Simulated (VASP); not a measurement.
# Te2Mo (C2/m) in VASP: notebook

Te2Mo is run at these levels: PBE; tasks: single point.

Everything below comes from runs of VASP 6.6.1. Logs are shortened: lines on timing, memory, paths and dates and some standing lists are left out, and cuts for length are marked.

## (1) The cell of the first run

Symmetry: C2/m, No. 12, monoclinic system. Conventional cell: a = 6.161 Å, b = 3.557 Å, c = 15.239 Å, α = 90.00°, β = 93.86°, γ = 90.00°. Within 3.7 Å of Te (site symmetry m) lie 3 Mo at 2.74 Å and 7 Te at 3.56 to 3.62 Å. Te (site symmetry m) has 3 Mo at 2.74 Å and 7 Te at 3.56 to 3.62 Å within 3.7 Å. Mo (site symmetry m) has 6 Te at 2.74 Å and 6 Mo at 3.56 Å within 3.6 Å.

## (2) Single point, PBE (the part above a cut slid along it)

The input, INCAR:

```
PREC = Accurate
ENCUT = 520
EDIFF = 1E-6
ISMEAR = 0
SIGMA = 0.05
LREAL = F
LASPH = T
NELM = 100
ALGO = Normal
ISIF = 2
LWAVE = F
LCHARG = T
GGA = PE
LELF = T
LVHAR = T
NBANDS = 35
```

The input, KPOINTS:

```
regular mesh
0
Gamma
  9 9 2
```

The input, POSCAR:

```
Te2Mo
1.0
   -1.7785332447     -3.0805099428      0.0000000000
    1.7785332447     -3.0805099428      0.0000000000
    0.0000000000     -5.1339778706     15.2047171722
Te Mo
4 2
Direct
    0.5574257507      0.5574257507      0.1310943429
   -0.1925575826     -0.1925575826      0.6310943429
    0.3592575826      0.3592575826      0.3689056571
   -0.3907257507     -0.3907257507      0.8689056571
    0.0416916667      0.0416916667      0.7500000000
    0.1250083333      0.1250083333      0.2500000000
```

Potentials or basis: VASP PAW PBE potentials, release 64 (Te, Mo_sv).

The run is started by

```
$ cat potpaw_PBE.64/Te/POTCAR potpaw_PBE.64/Mo_sv/POTCAR > POTCAR
$ mpirun -np 1 vasp_std > vasp.out
```

OUTCAR:

```text
PREC = Accurate
   ENCUT = 520
   EDIFF = 1E-6
   ISMEAR = 0
   LREAL = F
   LASPH = T
   NELM = 100
   ISIF = 2
   GGA = PE

 ion  position               nearest neighbor table
   1  0.557  0.557  0.131-   6 2.74   6 2.74   6 2.74   3 3.62
   2  0.807  0.807  0.631-   5 2.74   5 2.74   5 2.74   4 3.62
   3  0.359  0.359  0.369-   6 2.74   6 2.74   6 2.74   1 3.62
   4  0.609  0.609  0.869-   5 2.74   5 2.74   5 2.74   2 3.62
   5  0.042  0.042  0.750-   2 2.74   2 2.74   4 2.74   4 2.74   4 2.74   2 2.74
   6  0.125  0.125  0.250-   3 2.74   3 2.74   1 2.74   1 2.74   1 2.74   3 2.74

  LATTYP: Found a base centered monoclinic cell.
 ALAT       =     6.1610198856
 B/A-ratio  =     0.5773502692
 C/A-ratio  =     2.4735133282
 COS(beta)  =    -0.0673940173

  Lattice vectors:

 A1 = (  -1.7785332447,  -3.0805099428,   0.0000000000)
 A2 = (   1.7785332447,  -3.0805099428,   0.0000000000)
 A3 = (  -0.0000000000,   1.0270420150,  15.2047171722)

Analysis of symmetry for initial positions (statically):
=====================================================================
 Subroutine PRICEL returns:
 Original cell was already a primitive cell.

 Routine SETGRP: Setting up the symmetry group for a
 base centered monoclinic supercell.

 Subroutine GETGRP returns: Found  4 space group operations
 (whereof  2 operations were pure point group operations)
 out of a pool of  4 trial point group operations.

The static configuration has the point symmetry C_1h.
 The point group associated with its full space group is C_2h.

Analysis of symmetry for dynamics (positions and initial velocities):
=====================================================================
 Subroutine PRICEL returns:
 Original cell was already a primitive cell.

 Routine SETGRP: Setting up the symmetry group for a
 base centered monoclinic supercell.

 Subroutine GETGRP returns: Found  4 space group operations
 (whereof  2 operations were pure point group operations)
 out of a pool of  4 trial point group operations.

The dynamic configuration has the point symmetry C_1h.
 The point group associated with its full space group is C_2h.

 Subroutine INISYM returns: Found  4 space group operations
 (whereof  2 operations are pure point group operations),
 and found     1 'primitive' translations

----------------------------------------------------------------------------------------

                                     Primitive cell

  volume of cell :     166.6069

  direct lattice vectors                    reciprocal lattice vectors
    -1.778533245 -3.080509943  0.000000000    -0.281130534 -0.162310789 -0.054805360
     1.778533245 -3.080509943  0.000000000     0.281130534 -0.162310789 -0.054805360
     0.000000000 -5.133977871 15.204717172     0.000000000  0.000000000  0.065769063

  length of vectors
     3.557066489  3.557066489 16.048088767     0.329215426  0.329215426  0.065769063

  position of ions in fractional coordinates (direct lattice)
     0.557425751  0.557425751  0.131094343
     0.807442417  0.807442417  0.631094343
     0.359257583  0.359257583  0.368905657
     0.609274249  0.609274249  0.868905657
     0.041691667  0.041691667  0.750000000
     0.125008333  0.125008333  0.250000000

  ion indices of the primitive-cell ions
   primitive index   ion index
                 1           1
                 2           2
                 3           3
                 4           4
                 5           5
                 6           6

----------------------------------------------------------------------------------------

 KPOINTS: regular mesh

Automatic generation of k-mesh.
 Grid dimensions read from file:
 generate k-points for:    9    9    2

 Generating k-lattice:

  Cartesian coordinates                     Fractional coordinates (reciprocal lattice)
    -0.031236726 -0.018034532 -0.006089484     0.111111111  0.000000000  0.000000000
     0.031236726 -0.018034532 -0.006089484     0.000000000  0.111111111  0.000000000
     0.000000000  0.000000000  0.032884531     0.000000000  0.000000000  0.500000000

  Length of vectors
     0.036579492  0.036579492  0.032884531

  Shift w.r.t. Gamma in fractional coordinates (k-lattice)
     0.000000000  0.000000000  0.000000000

 Subroutine IBZKPT returns following result:
 ===========================================

 Found     50 irreducible k-points:

 Following reciprocal coordinates:
            Coordinates               Weight
  0.000000  0.000000  0.000000      1.000000
  0.111111  0.000000 -0.000000      4.000000
  0.222222  0.000000  0.000000      4.000000
  0.333333  0.000000  0.000000      4.000000
  0.444444  0.000000  0.000000      4.000000
  0.111111  0.111111 -0.000000      2.000000
[... 16 lines left out ...]
 -0.333333  0.333333  0.000000      2.000000
  0.444444  0.444444  0.000000      2.000000
 [... further k-points ...]
   k-points           NKPTS =     50   k-points in BZ     NKDIM =     50   number of bands    NBANDS=     35
   number of dos      NEDOS =    301   number of ions     NIONS =      6
   total plane-waves  NPLWV =  94080
   dimension x,y,z NGX =    28 NGY =   28 NGZ =  120
   dimension x,y,z NGXF=    56 NGYF=   56 NGZF=  240
   ions per type =               4   2
   NGX,Y,Z   is equivalent  to a cutoff of  13.09, 13.09, 12.43 a.u.
   NGXF,Y,Z  is equivalent  to a cutoff of  26.17, 26.17, 24.86 a.u.
 SYSTEM =  unknown system
   PREC   = accura    normal or accurate (medium, high low for compatibility)
   ISTART =      0    job   : 0-new  1-cont  2-samecut
   ICHARG =      2    charge: 1-file 2-atom 10-const
   ISPIN  =      1    spin polarized calculation?
   LNONCOLLINEAR =      F non collinear calculations
   LSORBIT =      F    spin-orbit coupling
   LASPH  =      T    aspherical Exc in radial PAW
   ENCUT  =  520.0 eV  38.22 Ry    6.18 a.u.   6.61  6.61 29.84*2*pi/ulx,y,z
   NELM   =    100;   NELMIN=  2; NELMDL= -5     # of ELM steps
   EDIFF  = 0.1E-05   stopping-criterion for ELM
   LREAL  =      F    real-space projection
   EDIFFG = 0.1E-04   stopping-criterion for IOM
   NSW    =      0    number of steps for IOM
   IBRION =     -1    ionic relax: 0-MD 1-quasi-New 2-CG
   NFREE  =      0    steps in history (QN), initial steepest desc. (CG)
   ISIF   =      2    stress and relaxation
   ISYM   =      2    0-nonsym 1-usesym 2-fastsym
   POTIM  = 0.5000    time-step for ionic-motion
   TEBEG  =    0.0;   TEEND  =   0.0 temperature during run
   PSTRESS=    0.0 pullay stress
   NELECT =      52.0000    total number of electrons
   NUPDOWN=      -1.0000    fix difference up-down
   EMIN   =  10.00;   EMAX   =-10.00  energy-range for DOS
   EFERMI =   0.00;   METHOD = LEGACY
   ISMEAR =     0;   SIGMA  =   0.05  broadening in eV -4-tet -1-fermi 0-gaus
   EFERMI_NEDOS =   21; number of points for ismear=-14 and -15
   IALGO  =     38    algorithm
   IMIX   =      4    mixing-type and parameters
     AMIX     =   0.40;   BMIX     =  1.00
     AMIX_MAG =   1.60;   BMIX_MAG =  1.00
  volume/ion in A,a.u.               =      27.77       187.39
  Fermi-wavevector in a.u.,A,eV,Ry     =   1.110482  2.098507 16.778308  1.233171
  Thomas-Fermi vector in A             =   2.247034
   LORBIT       =      0    0 simple, 1 ext, 2 COOP (PROOUT), +10 PAW based schemes
   GGA     = PE    functional components
   LHFCALC =     F    Hartree Fock is set to
   AEXX    =    0.0000 exact exchange contribution
   IVDW    =     0    specifies the selected vdW correction
   LEPSILON=     F    determine dielectric tensor
   LRPA    =     F    only Hartree local field effects (RPA)
 non-spin polarized calculation
 Gauss-broadening in eV      SIGMA  =   0.05
  energy-cutoff  :      520.00
  volume of cell :      166.61
 maximum number of plane-waves:      4535
   NGX = 13   NGY = 13   NGZ = 59

 number of electron      51.9999999 magnetization

 Free energy of the ion-electron system (eV)
  ---------------------------------------------------
  ext. energy  EPLUGINS =         0.00000000
  ---------------------------------------------------
  free energy    TOTEN  =       -36.05101662 eV

  energy without entropy =      -36.05101662  energy(sigma->0) =      -36.05101662

 E-fermi :   7.1275     XC(G=0):  -9.7783

 val. band max:        6.7262489902   @ k =  -0.3333   0.3333   0.0000
 cond. band min:       7.7596878932   @ k =  -0.3333   0.3333   0.0000
 fundamental gap:      1.0334389030
 Fermi energy:         7.1275087300

 k-point     1 :       0.0000    0.0000    0.0000
  band No.  band energies     occupation
      1     -53.9997      2.00000
      2     -53.9996      2.00000
      3     -28.1451      2.00000
      4     -28.1451      2.00000
      5     -28.0421      2.00000
      6     -28.0421      2.00000
[... 27 lines left out ...]
     34      10.0229      0.00000
     35      11.9047      0.00000

 k-point     2 :       0.1111    0.0000   -0.0000
  band No.  band energies     occupation
      1     -53.9987      2.00000
      2     -53.9987      2.00000
      3     -28.1422      2.00000
      4     -28.1422      2.00000
      5     -28.0555      2.00000
      6     -28.0555      2.00000
[... 27 lines left out ...]
     34       9.8847      0.00000
     35      12.4004      0.00000

 k-point     3 :       0.2222    0.0000    0.0000
  band No.  band energies     occupation
      1     -53.9962      2.00000
      2     -53.9962      2.00000
      3     -28.1348      2.00000
      4     -28.1348      2.00000
      5     -28.0894      2.00000
      6     -28.0894      2.00000
[... 27 lines left out ...]
     34      10.1393      0.00000
     35      12.6647      0.00000
[... 723 lines left out ...]
 k-point    23 :      -0.3333    0.3333    0.0000
  band No.  band energies     occupation
      1     -53.9903      2.00000
      2     -53.9903      2.00000
      3     -28.1287      2.00000
      4     -28.1287      2.00000
      5     -28.1169      2.00000
      6     -28.1169      2.00000
[... 27 lines left out ...]
     34      10.7664      0.00000
     35      11.2615      0.00000

 k-point    24 :       0.4444    0.4444    0.0000
  band No.  band energies     occupation
      1     -53.9916      2.00000
      2     -53.9916      2.00000
      3     -28.1525      2.00000
      4     -28.1525      2.00000
      5     -28.1208      2.00000
      6     -28.1208      2.00000
[... 27 lines left out ...]
     34      10.4262      0.00000
     35      10.6323      0.00000

 [... further k-points ...]

------------------------ aborting loop because EDIFF is reached ----------------------------------------

  FORCE on cell =-STRESS in cart. coord.  units (eV):
  Direction    XX          YY          ZZ          XY          YZ          ZX
  --------------------------------------------------------------------------------------
  -------------------------------------------------------------------------------------
  Total        0.0131261      0.0000740      0.4204221      0.0000000     -0.2083164      0.0000000
  in kB        0.1262277      0.0007120      4.0429948      0.0000000     -2.0032773      0.0000000
  external PRESSURE =       1.3899782 kB  Pullay stress =       0.0000000 kB

 VOLUME and BASIS-vectors are now :
 -----------------------------------------------------------------------------
  energy-cutoff  :      520.00
  volume of cell :      166.61
      direct lattice vectors                 reciprocal lattice vectors
    -1.778533245 -3.080509943  0.000000000    -0.281130534 -0.162310789 -0.054805360
     1.778533245 -3.080509943  0.000000000     0.281130534 -0.162310789 -0.054805360
     0.000000000 -5.133977871 15.204717172     0.000000000  0.000000000  0.065769063

 POSITION                                       TOTAL-FORCE (eV/Angst)
 -----------------------------------------------------------------------------------
      0.00000     -4.10735      1.99325         0.000000     -0.027285      0.045442
      0.00000     -8.21469      9.59561         0.000000     -0.001794     -0.012304
      0.00000     -4.10735      5.60911         0.000000      0.001794      0.012304
      0.00000     -8.21469     13.21146         0.000000      0.027285     -0.045442
      0.00000     -4.10735     11.40354         0.000000      0.016069     -0.010561
      0.00000     -2.05367      3.80118         0.000000     -0.016069      0.010561
 -----------------------------------------------------------------------------------
    total drift:                                0.000000     -0.000012      0.000004

  FREE ENERGIE OF THE ION-ELECTRON SYSTEM (eV)
  ---------------------------------------------------
  free  energy   TOTEN  =       -36.0510166193 eV

  energy  without entropy=      -36.0510166193  energy(sigma->0) =      -36.05101662
```

Run time: 3 min. Hardware: 1 thread of Intel Xeon 6975P-C (Granite Rapids), shared host; peak memory 0.44 GiB.

What came out:

* Free energy: -36.0510 eV
* Pressure: 0.1 GPa
* Largest force: 0.053 eV/Å
* Band gap on the k mesh: 1.03 eV

Forces on the atoms (eV/Å):
```
Te   0.000 -0.027  0.045
Te   0.000 -0.002 -0.012
Te   0.000  0.002  0.012
Te   0.000  0.027 -0.045
Mo   0.000  0.016 -0.011
Mo   0.000 -0.016  0.011
```

Caveat: the cell differs from its parent crystal (the part above a cut slid along it); spin-orbit coupling is left out, which moves the levels of the heavy elements; this functional lacks dispersion, which binds layers or chains, so the pressure and a relaxed spacing across them are unreliable. A k mesh can miss the band edges.

## (3) Single point, PBE (the part above a cut slid along it)

The input, INCAR:

```
SYSTEM = Te2Mo
ALGO = Normal ; EDIFF = 1E-6
ENCUT = 520 ; GGA = PE
ISIF = 2 ; ISMEAR = 0
LASPH = .True. ; LCHARG = .False.
LREAL = .False. ; LWAVE = .False.
NBANDS = 35 ; NELM = 80
PREC = Accurate ; SIGMA = 0.05
```

The input, KPOINTS:

```
k-points
0
Gamma
  9 9 2
  0 0 0
```

The input, POSCAR:

```
Te2Mo
1.0
   -1.7785332447     -3.0805099428      0.0000000000
    1.7785332447     -3.0805099428      0.0000000000
    0.0000000000     -0.5132129565     15.2047171722
Te Mo
4 2
Direct
    0.6557465079      0.6557465079      0.1310943429
    0.2807631746      0.2807631746      0.6310943429
    0.6359368254      0.6359368254      0.3689056571
    0.2609534921      0.2609534921      0.8689056571
    0.6041916667      0.6041916667      0.7500000000
    0.3125083333      0.3125083333      0.2500000000
```

Potentials or basis: VASP PAW PBE potentials, release 64 (Te, Mo_sv).

The run is started by

```
$ cat potpaw_PBE.64/Te/POTCAR potpaw_PBE.64/Mo_sv/POTCAR > POTCAR
$ mpirun -np 1 vasp_std > vasp.out
```

It took 2.7 min on 1 thread of Intel Xeon 6975P-C (Granite Rapids), shared host; peak memory 0.45 GiB.

It converged, with:

```
Free energy            : -36.0707 eV
Pressure               : 0.0 GPa
Largest force          : 0.012 eV/Å
Band gap on the k mesh : 1.03 eV
```

Forces on the atoms (eV/Å):
```
Te   0.000  0.009 -0.001
Te   0.000  0.001 -0.012
Te   0.000 -0.001  0.012
Te   0.000 -0.009  0.001
Mo   0.000 -0.007 -0.001
Mo   0.000  0.007  0.001
```

Stress tensor (GPa, compression positive):
```
 0.00  0.00  0.00
 0.00 -0.03  0.07
 0.00  0.07  0.16
```

Levels at points of the mesh, in eV from the valence-band top:
| k point | band 23 | band 24 | band 25 | band 26 | band 27 | band 28 | band 29 | band 30 |
| --- | --- | --- | --- | --- | --- | --- | --- | --- |
| (0.00, 0.00, 0.00) | -0.91 | -0.87 | -0.77 | -0.11 | 2.96 | 2.99 | 3.00 | 3.03 |
| (0.00, 0.00, 0.50) | -0.92 | -0.92 | -0.25 | -0.25 | 2.97 | 2.98 | 3.00 | 3.01 |

Caveat: the cell differs from its parent crystal (the part above a cut slid along it); spin-orbit coupling is left out, which moves the levels of the heavy elements; this functional lacks dispersion, which binds layers or chains, so the pressure and a relaxed spacing across them are unreliable.
